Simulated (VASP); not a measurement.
# WSe2 in VASP: single point with LDA

Aim: the single point of WSe2 with LDA.

All numbers are computed with VASP 6.6.1; they aren't measurements. Logs are shortened: lines on timing, memory, paths and dates and some standing lists are left out, and cuts for length are marked.

## (1) The cell of the first run

The cell holds a sheet with vacuum, 6 atoms: a = 3.348 Å, b = 3.348 Å, c = 43.468 Å, α = 90.00°, β = 90.00°, γ = 120.00°.

## (2) Single point, LDA

Contents of INCAR:

```
PREC     = Accurate       # precision mode
ENCUT    = 520            # plane-wave cutoff, eV
EDIFF    = 1E-7           # SCF threshold, eV
ISMEAR   = 0              # smearing method
SIGMA    = 0.01           # smearing width, eV
LREAL    = False          # projectors in reciprocal space
LASPH    = True           # aspherical terms in the spheres
NELM     = 80             # most SCF steps
ALGO     = Normal         # electronic algorithm
ISIF     = 2              # what is computed and relaxed
LWAVE    = False          # write WAVECAR
LCHARG   = False          # write CHGCAR
LDIPOL   = True         
IDIPOL   = 3            
DIPOL    = 0.5 0.5 0.345
GGA      = CA             # functional
NBANDS   = 35             # bands
```

Contents of KPOINTS:

```
Automatic mesh
0
Gamma
  12 12 1
```

Contents of POSCAR:

```
WSe2
1.0
    3.3476400000      0.0000000000      0.0000000000
   -1.6738200000      2.8991412827      0.0000000000
    0.0000000000      0.0000000000     43.4680000000
W Se
2 4
Direct
    0.3333333333      0.6666666667      0.4177165538
    0.6666666667      0.3333333333      0.2724463247
    0.6666666667      0.3333333333      0.4551499771
    0.6666666667      0.3333333333      0.3801997668
    0.3333333333      0.6666666667      0.3099631117
    0.3333333333      0.6666666667      0.2350129013
```

Potentials or basis: VASP PAW LDA potentials, release 64 (W_sv, Se).

Run with:

```bash
> cat potpaw_LDA.64/W_sv/POTCAR potpaw_LDA.64/Se/POTCAR > POTCAR
> mpirun -np 1 vasp_std > vasp.out
```

OUTCAR:

```text
PREC = Accurate
   ENCUT = 520
   EDIFF = 1E-7
   ISMEAR = 0
   LREAL = False
   LASPH = True
   NELM = 80
   ISIF = 2
   GGA = CA

 ion  position               nearest neighbor table
   1  0.333  0.667  0.418-   3 2.53   3 2.53   3 2.53   4 2.53   4 2.53   4 2.53
   2  0.667  0.333  0.272-   6 2.53   6 2.53   6 2.53   5 2.53   5 2.53   5 2.53
   3  0.667  0.333  0.455-   1 2.53   1 2.53   1 2.53
   4  0.667  0.333  0.380-   1 2.53   1 2.53   1 2.53
   5  0.333  0.667  0.310-   2 2.53   2 2.53   2 2.53
   6  0.333  0.667  0.235-   2 2.53   2 2.53   2 2.53

  LATTYP: Found a hexagonal cell.
 ALAT       =     3.3476400000
 C/A-ratio  =    12.9846697972

  Lattice vectors:

 A1 = (   3.3476400000,   0.0000000000,   0.0000000000)
 A2 = (  -1.6738200000,   2.8991412827,   0.0000000000)
 A3 = (   0.0000000000,   0.0000000000,  43.4680000000)

Analysis of symmetry for initial positions (statically):
=====================================================================
 Subroutine PRICEL returns:
 Original cell was already a primitive cell.

 Routine SETGRP: Setting up the symmetry group for a
 hexagonal supercell.

 Subroutine GETGRP returns: Found 12 space group operations
 (whereof  6 operations were pure point group operations)
 out of a pool of 24 trial point group operations.

The static configuration has the point symmetry C_3v.
 The point group associated with its full space group is D_3d.

Analysis of symmetry for dynamics (positions and initial velocities):
=====================================================================
 Subroutine PRICEL returns:
 Original cell was already a primitive cell.

 Routine SETGRP: Setting up the symmetry group for a
 hexagonal supercell.

 Subroutine GETGRP returns: Found 12 space group operations
 (whereof  6 operations were pure point group operations)
 out of a pool of 24 trial point group operations.

The dynamic configuration has the point symmetry C_3v.
 The point group associated with its full space group is D_3d.

 Subroutine INISYM returns: Found 12 space group operations
 (whereof  6 operations are pure point group operations),
 and found     1 'primitive' translations

----------------------------------------------------------------------------------------

                                     Primitive cell

  volume of cell :     421.8692

  direct lattice vectors                    reciprocal lattice vectors
[... 99 lines left out ...]
   PSTRESS=    0.0 pullay stress
   NELECT =      52.0000    total number of electrons
   NUPDOWN=      -1.0000    fix difference up-down
   EMIN   =  10.00;   EMAX   =-10.00  energy-range for DOS
   EFERMI =   0.00;   METHOD = LEGACY
   ISMEAR =     0;   SIGMA  =   0.01  broadening in eV -4-tet -1-fermi 0-gaus
   EFERMI_NEDOS =   21; number of points for ismear=-14 and -15
   IALGO  =     38    algorithm
   IMIX   =      4    mixing-type and parameters
     AMIX     =   0.40;   BMIX     =  1.00
     AMIX_MAG =   1.60;   BMIX_MAG =  1.00
  volume/ion in A,a.u.               =      70.31       474.49
  Fermi-wavevector in a.u.,A,eV,Ry     =   0.814736  1.539627  9.031467  0.663794
  Thomas-Fermi vector in A             =   1.924696
   LORBIT       =      0    0 simple, 1 ext, 2 COOP (PROOUT), +10 PAW based schemes
   GGA     = CA    functional components
   LHFCALC =     F    Hartree Fock is set to
   AEXX    =    0.0000 exact exchange contribution
   IVDW    =     0    specifies the selected vdW correction
   LEPSILON=     F    determine dielectric tensor
   LRPA    =     F    only Hartree local field effects (RPA)
 non-spin polarized calculation
 Gauss-broadening in eV      SIGMA  =   0.01
  energy-cutoff  :      520.00
  volume of cell :      421.87
 maximum number of plane-waves:     11441
 NGX is ok and might be reduce to    28
   NGX = 13   NGY = 13   NGZ =161

 dipolmoment           0.000000      0.000000      0.000032 electrons x Angstroem

 number of electron      52.0000002 magnetization

 dipolmoment           0.000000      0.000000     -0.000002 electrons x Angstroem

 Free energy of the ion-electron system (eV)
  ---------------------------------------------------
  ext. energy  EPLUGINS =         0.00000000
  ---------------------------------------------------
  free energy    TOTEN  =       -48.23192850 eV

  energy without entropy =      -48.23192850  energy(sigma->0) =      -48.23192850

 E-fermi :  -1.6958     XC(G=0):  -3.4525

 val. band max:       -1.7726394697   @ k =   0.0000   0.0000   0.0000
 cond. band min:      -0.8703433484   @ k =   0.3333   0.3333   0.0000
 fundamental gap:      0.9022961214
 Fermi energy:        -1.6957582328

 k-point     1 :       0.0000    0.0000    0.0000
  band No.  band energies     occupation
      1     -75.7884      2.00000
      2     -75.7884      2.00000
      3     -40.2658      2.00000
      4     -40.2658      2.00000
      5     -40.1895      2.00000
      6     -40.1895      2.00000
[... 711 lines left out ...]
     34       2.5265      0.00000
     35       3.7335      0.00000

------------------------ aborting loop because EDIFF is reached ----------------------------------------

 vacuum level on the upper side and lower side of the slab       (xc-potential included)        -0.097        -0.098

  FORCE on cell =-STRESS in cart. coord.  units (eV):
  Direction    XX          YY          ZZ          XY          YZ          ZX
  --------------------------------------------------------------------------------------
  -------------------------------------------------------------------------------------
  Total       -4.6722670     -4.6722670      0.6022541      0.0000000     -0.0000000      0.0000000
  in kB      -17.7443646    -17.7443646      2.2872444      0.0000000     -0.0000000      0.0000000
  external PRESSURE =     -11.0671616 kB  Pullay stress =       0.0000000 kB

 VOLUME and BASIS-vectors are now :
 -----------------------------------------------------------------------------
  energy-cutoff  :      520.00
  volume of cell :      421.87
      direct lattice vectors                 reciprocal lattice vectors
     3.347640000  0.000000000  0.000000000     0.298717903  0.172464862  0.000000000
    -1.673820000  2.899141283  0.000000000     0.000000000  0.344929723  0.000000000
     0.000000000  0.000000000 43.468000000     0.000000000  0.000000000  0.023005429

 POSITION                                       TOTAL-FORCE (eV/Angst)
 -----------------------------------------------------------------------------------
     -0.00000      1.93276     18.15730         0.000000      0.000000     -0.000616
      1.67382      0.96638     11.84270        -0.000000     -0.000000      0.000616
      1.67382      0.96638     19.78446         0.000000      0.000000      0.095361
      1.67382      0.96638     16.52652        -0.000000      0.000000     -0.093417
     -0.00000      1.93276     13.47348        -0.000000      0.000000      0.093417
     -0.00000      1.93276     10.21554        -0.000000     -0.000000     -0.095361
 -----------------------------------------------------------------------------------
    total drift:                               -0.000000      0.000000     -0.000055

  FREE ENERGIE OF THE ION-ELECTRON SYSTEM (eV)
  ---------------------------------------------------
  free  energy   TOTEN  =       -48.2319285005 eV

  energy  without entropy=      -48.2319285005  energy(sigma->0) =      -48.23192850

 vacuum level on the upper side and lower side of the slab         3.223         3.222
```

OSZICAR:

```text
N       E                     dE             d eps       ncg     rms          rms(c)
DAV:   1     0.439336810664E+03    0.43934E+03   -0.25316E+04  1658   0.117E+03
DAV:   2    -0.791111358107E+01   -0.44725E+03   -0.43655E+03  1816   0.273E+02
DAV:   3    -0.491605599723E+02   -0.41249E+02   -0.40954E+02  1675   0.804E+01
[... 16 lines left out ...]
DAV:  20    -0.482319165061E+02   -0.92654E-05   -0.36357E-07  1267   0.109E-03    0.551E-04
DAV:  21    -0.482319230294E+02   -0.65232E-05   -0.12824E-07  1114   0.709E-04    0.222E-04
DAV:  22    -0.482319269191E+02   -0.38897E-05   -0.10048E-07  1167   0.519E-04    0.185E-04
DAV:  23    -0.482319277425E+02   -0.82339E-06   -0.74647E-09  1038   0.218E-04    0.104E-04
DAV:  24    -0.482319284435E+02   -0.70105E-06   -0.13892E-08  1070   0.206E-04    0.526E-05
DAV:  25    -0.482319285005E+02   -0.57008E-07    0.95148E-10   836   0.810E-05
   1 F= -.48231929E+02 E0= -.48231929E+02  d E =-.837745E-30
```

stdout:

```text
POSCAR found type information on POSCAR W Se
 POSCAR found :  2 types and       6 ions
 scaLAPACK will be used
 LDA part: xc-table for (Slater(with rela. corr.)+CA(PZ))
 , standard interpolation
 POSCAR, INCAR and KPOINTS ok, starting setup
 FFT: planning ... GRIDC
 FFT: planning ... GRID_SOFT
 FFT: planning ... GRID
 WAVECAR not read
 entering main loop
```

Wall time 6.7 min (1 thread of Intel Xeon Platinum 8488C (Sapphire Rapids), shared host); peak memory 0.55 GiB.

Results:

* Free energy: -48.2319 eV
* Largest force: 0.095 eV/Å
* Band gap on the k mesh: 0.90 eV (least direct gap 1.32 eV)

Forces on the atoms (eV/Å):
```
W    0.000  0.000 -0.001
W    0.000  0.000  0.001
Se   0.000  0.000  0.095
Se   0.000  0.000 -0.093
Se   0.000  0.000  0.093
Se   0.000  0.000 -0.095
```

Caveat: spin-orbit coupling is left out, which moves the levels of the heavy elements.
